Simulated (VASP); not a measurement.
Input of a VASP 6.6.1 run:

The input INCAR:

```
PREC     = Accurate       # precision mode
ENCUT    = 520            # plane-wave cutoff, eV
EDIFF    = 1E-7           # SCF threshold, eV
ISMEAR   = 0              # smearing method
SIGMA    = 0.05           # smearing width, eV
LREAL    = False          # projectors in reciprocal space
LASPH    = True           # aspherical terms in the spheres
NELM     = 80             # most SCF steps
ALGO     = Normal         # electronic algorithm
ISIF     = 2              # what is computed and relaxed
LWAVE    = False          # write WAVECAR
LCHARG   = False          # write CHGCAR
GGA      = PS             # functional
NBANDS   = 11             # bands
```

KPOINTS

```
Automatic mesh
0
Gamma
  12 12 12
```

POSCAR

```
C
1.0
    0.0000000000      1.7058284293      1.9190569830
    1.7058284293      0.0000000000      1.9190569830
    1.7058284293      1.7058284293      0.0000000000
C
2
Direct
    0.5000000000      0.5000000000      0.5000000000
    0.7500000000      0.7500000000      0.7500000000
```

Potentials or basis: VASP PAW PBE potentials, release 64 (C).

Run with:

```console
$ cat potpaw_PBE.64/C/POTCAR > POTCAR
$ mpirun -np 1 vasp_std > vasp.out
```

Task: Predict the band gap on the k mesh.

Result: 2.58 eV, indirect (least direct gap 4.55 eV).

Task: Estimate the pressure.

Result: 3.6 GPa.

Stress tensor (GPa, compression positive):
```
 44.58   0.00   0.00
  0.00  44.58   0.00
  0.00   0.00 -78.37
```

Caveat: the cell differs from its parent crystal (strain -0.040 along x and y, +0.080 along z); the PAW data sets were made with another functional, which shifts forces and pressure a little. A k mesh can miss the band edges.
